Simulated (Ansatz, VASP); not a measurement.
## CaO3 in VASP and in Ansatz

The input INCAR:

```
PREC = Accurate ; ENCUT = 600
EDIFF = 1E-6 ; ISMEAR = 0
SIGMA = 0.1 ; LREAL = False
LASPH = True ; NELM = 100
ALGO = Normal ; ISIF = 3
LWAVE = False ; LCHARG = False
GGA = PE ; IBRION = 2
NSW = 100 ; EDIFFG = -0.01
```

The input KPOINTS:

```
regular mesh
0
Gamma
  12 12 8
```

POSCAR

```
CaO3
1.0
    4.4740055371      0.0000000000      0.0000000000
   -2.2370027686      3.8746024518      0.0000000000
    0.0000000000      0.0000000000      6.1925379029
Ca O
1 3
Direct
    0.0000000000      0.0000000000      0.0000000000
    0.5000000000      0.0000000000      0.0000000000
    0.0000000000      0.5000000000      0.0000000000
    0.5000000000      0.5000000000      0.0000000000
```

Input for Ansatz:

```yaml
crystal:
  lattice:
    - [4.4740055371, 0.0, 0.0]
    - [-2.2370027686, 3.8746024518, 0.0]
    - [0.0, 0.0, 6.1925379029]
  atoms:
    - { symbol: Ca, position: [0.0, 0.0, 0.0] }
    - { symbol: O, position: [0.5, 0.0, 0.0] }
    - { symbol: O, position: [0.0, 0.5, 0.0] }
    - { symbol: O, position: [0.5, 0.5, 0.0] }
basis:
  ecutwfc: 420
kpoints:
  mp_grid: { grid: [12, 12, 8] }
hamiltonian:
  xc: pbe
scf:
  occupations: { method: gaussian, width: 0.1 }
output:
  forces: true
  stress: true
  eigenvalues: true
  write_density: true
  write_potential: true
  elf: true
  volumetric_format: npy
relax:
  adjacent_minimum: "off"
  f_tol: 0.01
  max_steps: 80
  cell: { stress_tol: 0.05 }
```

Alike in both runs: task relaxation of cell and atoms; functional PBE; k mesh 12 × 12 × 8; occupations gaussian, width 0.1 eV; no spin polarisation.

|  | VASP | Ansatz |
| --- | --- | --- |
| version | VASP 6.6.1 | Ansatz 0.2.0 |
| potentials or method | VASP PAW PBE potentials, release 64 (Ca_sv, O), cutoff 600 eV | scalar-relativistic, plane waves, PAW |
| valence electrons in the cell | 28 | 28 |

VASP gave:

| Quantity | Value |
| --- | --- |
| gap on the k mesh at the Fermi level, each at its own relaxed structure (eV) | none |
| relaxed volume (Å³/atom) | 23.77 |
| relaxed length of the cell vector where the two differ most in proportion (Å) | 5.470 |

**Question.** Estimate Ansatz's values.

**Answer.** gap on the k mesh at the Fermi level, each at its own relaxed structure (eV): none; relaxed volume (Å³/atom): 26.84; relaxed length of the cell vector where the two differ most in proportion (Å): 6.193.

A gap of «none» marks a metal or a gap that the smearing closes. One of these differences is far larger than is usual between the two programs; its cause wasn't traced. Ansatz's warnings: xc potential rough in thin density.
